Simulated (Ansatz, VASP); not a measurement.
## MnV in VASP and in Ansatz

```
Mn V
1.0
     3.06449    0.00000    0.00000
     0.00000    3.06449    0.00000
     0.00000    0.00000    3.06449
Mn V
1 1
Direct
  0.00000 0.00000 0.00000
  0.50000 0.50000 0.50000
```

Change from the starting cell: volume scaled by 1.18, no spin polarisation, LAPW.

Alike in both runs: task single point; functional LDA; k mesh 11 × 11 × 11; occupations fermi-dirac, width 0.05 eV; no spin polarisation.

```csv
,VASP,Ansatz
version,VASP 6.6.1,Ansatz 0.2.0
potentials or method,"VASP PAW LDA potentials, release 64 (Mn_pv, V_sv), cutoff 520 eV","all-electron LAPW, scalar-relativistic"
```

|  | VASP | Ansatz | Ansatz less VASP |
| --- | --- | --- | --- |
| pressure (GPa) | -42.0 | -42.2 | -0.24 |

LDA's correlation is that of Perdew and Zunger in VASP and of Perdew and Wang (1992) in Ansatz. Both programs put the cell under strong tension, so it lies far from rest at this level. Ansatz ran all-electron here, and VASP with PAW potentials.

Noted on VASP's run: the cell as given lies far from equilibrium.
